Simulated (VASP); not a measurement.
# CsI (Pm-3m) in VASP: a series of runs

CsI is run at these levels: LDA; tasks: single point.

Program: VASP 6.6.1. These are calculated values, not measurements. Logs are shortened: lines on timing, memory, paths and dates and some standing lists are left out, and cuts for length are marked.

### Step 1. The cell of the first run

Symmetry: Pm-3m, No. 221, cubic system. The conventional cell has a = 4.567 Å, b = 4.567 Å, c = 4.567 Å, α = 90.00°, β = 90.00°, γ = 90.00°. Within 5.2 Å of Cs (site symmetry m-3m) lie 8 I at 3.95 Å and 6 Cs at 4.57 Å. Within 5.2 Å of I (site symmetry m-3m) lie 8 Cs at 3.95 Å and 6 I at 4.57 Å.

### Step 2. Single point, LDA

INCAR reads:

```
SYSTEM = CsI
ALGO     = Normal         ! electronic algorithm
EDIFF    = 1E-6           ! SCF threshold, eV
ENCUT    = 500            ! plane-wave cutoff, eV
GGA      = CA             ! functional
GGA_COMPAT= .FALSE.      
ISIF     = 2              ! what is computed and relaxed
ISMEAR   = 0              ! smearing method
LASPH    = .TRUE.         ! aspherical terms in the spheres
LCHARG   = .TRUE.         ! write CHGCAR
LELF     = .TRUE.         ! ELF
LREAL    = .FALSE.        ! projectors in reciprocal space
LVHAR    = .TRUE.       
LWAVE    = .FALSE.        ! write WAVECAR
NBANDS   = 15             ! bands
NELM     = 120            ! most SCF steps
PREC     = Accurate       ! precision mode
SIGMA    = 0.01           ! smearing width, eV
```

KPOINTS reads:

```
k-points
0
G
  4 4 4
  0 0 0
```

POSCAR reads:

```
CsI
1.0
    4.5667000000      0.0000000000      0.0000000000
    0.0000000000      4.5667000000      0.0000000000
    0.0000000000      0.0000000000      4.5667000000
Cs I
1 1
Direct
    0.0000000000      0.0000000000      0.0000000000
    0.5000000000      0.5000000000      0.5000000000
```

Potentials or basis: VASP PAW LDA potentials, release 64 (Cs_sv, I).

Run with:

```sh
cat potpaw_LDA.64/Cs_sv/POTCAR potpaw_LDA.64/I/POTCAR > POTCAR
mpirun -np 1 vasp_std > vasp.out
```

OUTCAR:

```text
SYSTEM = CsI
   EDIFF = 1E-6
   ENCUT = 500
   GGA = CA
   ISIF = 2
   ISMEAR = 0
   LASPH = .TRUE.
   LREAL = .FALSE.
   NELM = 120
   PREC = Accurate

 ion  position               nearest neighbor table
   1  0.000  0.000  0.000-
   2  0.500  0.500  0.500-

  LATTYP: Found a simple cubic cell.
 ALAT       =     4.5667000000

  Lattice vectors:

 A1 = (   4.5667000000,   0.0000000000,   0.0000000000)
 A2 = (   0.0000000000,   4.5667000000,   0.0000000000)
 A3 = (   0.0000000000,   0.0000000000,   4.5667000000)

Analysis of symmetry for initial positions (statically):
=====================================================================
 Subroutine PRICEL returns:
 Original cell was already a primitive cell.

 Routine SETGRP: Setting up the symmetry group for a
 simple cubic supercell.

 Subroutine GETGRP returns: Found 48 space group operations
 (whereof 48 operations were pure point group operations)
 out of a pool of 48 trial point group operations.

The static configuration has the point symmetry O_h .

Analysis of symmetry for dynamics (positions and initial velocities):
=====================================================================
 Subroutine PRICEL returns:
 Original cell was already a primitive cell.

 Routine SETGRP: Setting up the symmetry group for a
 simple cubic supercell.

 Subroutine GETGRP returns: Found 48 space group operations
 (whereof 48 operations were pure point group operations)
 out of a pool of 48 trial point group operations.

The dynamic configuration has the point symmetry O_h .

 Subroutine INISYM returns: Found 48 space group operations
 (whereof 48 operations are pure point group operations),
 and found     1 'primitive' translations

----------------------------------------------------------------------------------------

                                     Primitive cell

  volume of cell :      95.2374

  direct lattice vectors                    reciprocal lattice vectors
     4.566700000  0.000000000  0.000000000     0.218976504  0.000000000  0.000000000
     0.000000000  4.566700000  0.000000000     0.000000000  0.218976504  0.000000000
     0.000000000  0.000000000  4.566700000     0.000000000  0.000000000  0.218976504

  length of vectors
     4.566700000  4.566700000  4.566700000     0.218976504  0.218976504  0.218976504

  position of ions in fractional coordinates (direct lattice)
     0.000000000  0.000000000  0.000000000
     0.500000000  0.500000000  0.500000000

  ion indices of the primitive-cell ions
   primitive index   ion index
                 1           1
                 2           2

----------------------------------------------------------------------------------------

 KPOINTS: k-points

Automatic generation of k-mesh.
 Grid dimensions read from file:
 generate k-points for:    4    4    4

 Generating k-lattice:

  Cartesian coordinates                     Fractional coordinates (reciprocal lattice)
     0.054744126  0.000000000  0.000000000     0.250000000  0.000000000  0.000000000
     0.000000000  0.054744126  0.000000000     0.000000000  0.250000000  0.000000000
     0.000000000  0.000000000  0.054744126     0.000000000  0.000000000  0.250000000

  Length of vectors
     0.054744126  0.054744126  0.054744126

  Shift w.r.t. Gamma in fractional coordinates (k-lattice)
     0.000000000  0.000000000  0.000000000

 Subroutine IBZKPT returns following result:
 ===========================================

 Found     10 irreducible k-points:

 Following reciprocal coordinates:
            Coordinates               Weight
  0.000000  0.000000  0.000000      1.000000
  0.250000  0.000000  0.000000      6.000000
  0.500000  0.000000  0.000000      3.000000
  0.250000  0.250000  0.000000     12.000000
  0.500000  0.250000  0.000000     12.000000
  0.500000  0.500000  0.000000      3.000000
  0.250000  0.250000  0.250000      8.000000
  0.500000  0.250000  0.250000     12.000000
  0.500000  0.500000  0.250000      6.000000
  0.500000  0.500000  0.500000      1.000000
   k-points           NKPTS =     10   k-points in BZ     NKDIM =     10   number of bands    NBANDS=     15
   number of dos      NEDOS =    301   number of ions     NIONS =      2
   total plane-waves  NPLWV =  46656
   dimension x,y,z NGX =    36 NGY =   36 NGZ =   36
   dimension x,y,z NGXF=    72 NGYF=   72 NGZF=   72
   ions per type =               1   1
   NGX,Y,Z   is equivalent  to a cutoff of  13.11, 13.11, 13.11 a.u.
   NGXF,Y,Z  is equivalent  to a cutoff of  26.21, 26.21, 26.21 a.u.
 SYSTEM =  CsI
   PREC   = accura    normal or accurate (medium, high low for compatibility)
   ISTART =      0    job   : 0-new  1-cont  2-samecut
   ICHARG =      2    charge: 1-file 2-atom 10-const
   ISPIN  =      1    spin polarized calculation?
   LNONCOLLINEAR =      F non collinear calculations
   LSORBIT =      F    spin-orbit coupling
   LASPH  =      T    aspherical Exc in radial PAW
   ENCUT  =  500.0 eV  36.75 Ry    6.06 a.u.   8.33  8.33  8.33*2*pi/ulx,y,z
   NELM   =    120;   NELMIN=  2; NELMDL= -5     # of ELM steps
   EDIFF  = 0.1E-05   stopping-criterion for ELM
   LREAL  =      F    real-space projection
   EDIFFG = 0.1E-04   stopping-criterion for IOM
   NSW    =      0    number of steps for IOM
   IBRION =     -1    ionic relax: 0-MD 1-quasi-New 2-CG
   NFREE  =      0    steps in history (QN), initial steepest desc. (CG)
   ISIF   =      2    stress and relaxation
   ISYM   =      2    0-nonsym 1-usesym 2-fastsym
   POTIM  = 0.5000    time-step for ionic-motion
   TEBEG  =    0.0;   TEEND  =   0.0 temperature during run
   PSTRESS=    0.0 pullay stress
   NELECT =      16.0000    total number of electrons
   NUPDOWN=      -1.0000    fix difference up-down
   EMIN   =  10.00;   EMAX   =-10.00  energy-range for DOS
   EFERMI =   0.00;   METHOD = LEGACY
   ISMEAR =     0;   SIGMA  =   0.01  broadening in eV -4-tet -1-fermi 0-gaus
   EFERMI_NEDOS =   21; number of points for ismear=-14 and -15
   IALGO  =     38    algorithm
   IMIX   =      4    mixing-type and parameters
     AMIX     =   0.40;   BMIX     =  1.00
     AMIX_MAG =   1.60;   BMIX_MAG =  1.00
  volume/ion in A,a.u.               =      47.62       321.35
  Fermi-wavevector in a.u.,A,eV,Ry     =   0.903328  1.707043 11.102385  0.816002
  Thomas-Fermi vector in A             =   2.026641
   LORBIT       =      0    0 simple, 1 ext, 2 COOP (PROOUT), +10 PAW based schemes
   GGA     = CA    functional components
   LHFCALC =     F    Hartree Fock is set to
   AEXX    =    0.0000 exact exchange contribution
   IVDW    =     0    specifies the selected vdW correction
   LEPSILON=     F    determine dielectric tensor
   LRPA    =     F    only Hartree local field effects (RPA)
 non-spin polarized calculation
 Gauss-broadening in eV      SIGMA  =   0.01
  energy-cutoff  :      500.00
  volume of cell :       95.24
 maximum number of plane-waves:      2469
 NGX is ok and might be reduce to    36
   NGX = 17   NGY = 17   NGZ = 17

 number of electron      16.0000003 magnetization

 Free energy of the ion-electron system (eV)
  ---------------------------------------------------
  ext. energy  EPLUGINS =         0.00000000
  ---------------------------------------------------
  free energy    TOTEN  =        -6.13915116 eV

  energy without entropy =       -6.13915116  energy(sigma->0) =       -6.13915116

 E-fermi :   0.7133     XC(G=0):  -8.0810

 val. band max:        0.6585643980   @ k =   0.5000   0.5000   0.0000
 cond. band min:       4.1931088724   @ k =   0.0000   0.0000   0.0000
 fundamental gap:      3.5345444745
 Fermi energy:         0.7132958471

 k-point     1 :       0.0000    0.0000    0.0000
  band No.  band energies     occupation
      1     -19.6810      2.00000
      2     -10.0614      2.00000
      3      -6.3781      2.00000
      4      -6.3781      2.00000
      5      -6.3781      2.00000
      6       0.5678      2.00000
      7       0.5678      2.00000
      8       0.5678      2.00000
      9       4.1931      0.00000
     10       4.6185      0.00000
     11       4.6185      0.00000
     12       8.3298      0.00000
     13       8.3298      0.00000
     14       8.3298      0.00000
     15      10.7711      0.00000

 k-point     2 :       0.2500    0.0000    0.0000
  band No.  band energies     occupation
      1     -19.6681      2.00000
      2     -10.0663      2.00000
      3      -6.4633      2.00000
      4      -6.3447      2.00000
      5      -6.3447      2.00000
      6      -0.3315      2.00000
      7       0.4873      2.00000
      8       0.4873      2.00000
      9       4.9836      0.00000
     10       5.3595      0.00000
     11       5.8874      0.00000
     12       8.2069      0.00000
     13       8.2069      0.00000
     14       8.5973      0.00000
     15       8.7387      0.00000

 k-point     3 :       0.5000    0.0000    0.0000
  band No.  band energies     occupation
      1     -19.6551      2.00000
      2     -10.0744      2.00000
      3      -6.5307      2.00000
      4      -6.3105      2.00000
      5      -6.3105      2.00000
      6      -0.9712      2.00000
      7       0.4031      2.00000
      8       0.4031      2.00000
      9       5.6253      0.00000
     10       6.8907      0.00000
     11       7.1539      0.00000
     12       7.3097      0.00000
     13       8.4304      0.00000
     14       8.4304      0.00000
     15       8.9729      0.00000
[... 91 lines left out ...]
 k-point     9 :       0.5000    0.5000    0.2500
  band No.  band energies     occupation
      1     -19.6210      2.00000
      2      -9.8385      2.00000
      3      -6.7070      2.00000
      4      -6.7070      2.00000
      5      -6.4637      2.00000
      6      -0.4613      2.00000
      7      -0.4613      2.00000
      8      -0.1199      2.00000
      9       5.7744      0.00000
     10       6.8709      0.00000
     11       6.9265      0.00000
     12       6.9265      0.00000
     13       9.4368      0.00000
     14       9.4368      0.00000
     15      10.3194      0.00000

 k-point    10 :       0.5000    0.5000    0.5000
  band No.  band energies     occupation
      1     -19.6101      2.00000
      2      -9.7845      2.00000
      3      -6.6456      2.00000
      4      -6.6456      2.00000
      5      -6.6456      2.00000
      6      -0.6950      2.00000
      7      -0.6950      2.00000
      8      -0.6950      2.00000
      9       7.6162      0.00000
     10       7.6162      0.00000
     11       7.6162      0.00000
     12       8.3809      0.00000
     13       8.3809      0.00000
     14       8.3809      0.00000
     15      10.4299      0.00000

------------------------ aborting loop because EDIFF is reached ----------------------------------------

  FORCE on cell =-STRESS in cart. coord.  units (eV):
  Direction    XX          YY          ZZ          XY          YZ          ZX
  --------------------------------------------------------------------------------------
  -------------------------------------------------------------------------------------
  Total       -0.8009660     -0.8009660     -0.8009660      0.0000000      0.0000000     -0.0000000
  in kB      -13.4746418    -13.4746418    -13.4746418      0.0000000      0.0000000     -0.0000000
  external PRESSURE =     -13.4746418 kB  Pullay stress =       0.0000000 kB

 VOLUME and BASIS-vectors are now :
 -----------------------------------------------------------------------------
  energy-cutoff  :      500.00
  volume of cell :       95.24
      direct lattice vectors                 reciprocal lattice vectors
     4.566700000  0.000000000  0.000000000     0.218976504  0.000000000  0.000000000
     0.000000000  4.566700000  0.000000000     0.000000000  0.218976504  0.000000000
     0.000000000  0.000000000  4.566700000     0.000000000  0.000000000  0.218976504

 POSITION                                       TOTAL-FORCE (eV/Angst)
 -----------------------------------------------------------------------------------
      0.00000      0.00000      0.00000         0.000000      0.000000      0.000000
      2.28335      2.28335      2.28335         0.000000      0.000000      0.000000
 -----------------------------------------------------------------------------------
    total drift:                               -0.000000      0.000000      0.000000

  FREE ENERGIE OF THE ION-ELECTRON SYSTEM (eV)
  ---------------------------------------------------
  free  energy   TOTEN  =        -6.1391511637 eV

  energy  without entropy=       -6.1391511637  energy(sigma->0) =       -6.13915116
```

Wall time 28 s (1 thread of AMD EPYC 7R43 (Zen 3), shared host); peak memory 0.14 GiB.

What came out:

* Free energy: -6.1392 eV
* Pressure: -1.3 GPa
* Band gap on the k mesh: 3.53 eV, indirect (least direct gap 3.63 eV)

Caveat: spin-orbit coupling is left out, which moves the levels of the heavy elements. A hybrid or GW would open this gap; LDA tends to underestimate it.

### Step 3. Single point, LDA, non-collinear spin, zero start, spin-orbit coupling

INCAR reads:

```
SYSTEM = CsI
  PREC = Accurate
  ENCUT = 500
  EDIFF = 1E-6
  ISMEAR = 0
  SIGMA = 0.01
  LREAL = .FALSE.
  LASPH = .TRUE.
  NELM = 200
  ALGO = Normal
  ISIF = 2
  LWAVE = .FALSE.
  LCHARG = .FALSE.
  MAGMOM = 0 0 0 0 0 0
  LORBIT = 11
  LSORBIT = .TRUE.
  GGA_COMPAT = .FALSE.
  LORBMOM = .TRUE.
  NBANDS = 28
```

KPOINTS reads:

```
Automatic mesh
0
G
  4 4 4
  0 0 0
```

POSCAR is that of step 2.

Potentials or basis: VASP PAW LDA potentials, release 64 (Cs_sv, I).

Run with:

```sh
cat potpaw_LDA.64/Cs_sv/POTCAR potpaw_LDA.64/I/POTCAR > POTCAR
mpirun -np 1 vasp_ncl > vasp.out
```

Wall time 84 s (1 thread of AMD EPYC 7R43 (Zen 3), shared host); peak memory 0.27 GiB.

Results (log left out):

```
Free energy                                           : -6.4206 eV
Pressure                                              : -1.3 GPa
Net moment                                            : 0.00 μB per cell
Valence electrons inside the program's atomic spheres : Cs 6.54; I 4.32
```

Moments on the atoms (μB; x, y, z):
```
Cs  0.00 0.00 0.00
I   0.00 0.00 0.00
```
